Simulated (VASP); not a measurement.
Crystal: HfC.

```xyz
4
Lattice="3.3429 0.0000 0.0000 -1.6714 2.8950 0.0000 0.0000 0.0000 5.2027" Properties=species:S:1:pos:R:3 pbc="T T T"
Hf    0.0000    1.9300    1.3007
Hf    1.6714    0.9650    3.9020
C     0.0000    0.0000    2.6014
C     0.0000    0.0000    0.0000
```

Base run:

- Program: VASP 6.6.1
- Functional: PBEsol
- Potentials or basis: VASP PAW PBE potentials, release 64 (Hf_pv, C)
- Cutoff: 520 eV
- k mesh: 8 × 8 × 5
- Occupations: fermi-dirac, width 0.05 eV
- Spin: no spin polarisation

Its results: band gap on the k mesh zero (bands 14 and 15 overlap by 1.17 eV); pressure -7.9 GPa.

Problem. After a change of settings the same cell gave: band gap on the k mesh zero (bands 14 and 15 overlap by 1.48 eV); pressure -10.5 GPa. Which change was it?
A. functional from PBEsol to PBE-based screened hybrid with 50 % exact exchange; k mesh from 8 × 8 × 5 to 5 × 5 × 3
B. functional from PBEsol to PBE-based screened hybrid with 40 % exact exchange; k mesh from 8 × 8 × 5 to 5 × 5 × 3
C. functional from PBEsol to PBE-based screened hybrid with 10 % exact exchange; k mesh from 8 × 8 × 5 to 5 × 5 × 3
D. functional from PBEsol to PBE-based screened hybrid with 15 % exact exchange; k mesh from 8 × 8 × 5 to 5 × 5 × 3

Solution. A.

Caveats: some runs use coarse meshes; the PAW data sets were made with another functional, which shifts forces and pressure a little; spin-orbit coupling is left out, which moves the levels of the heavy elements; the cell stands under tension (at least some runs).
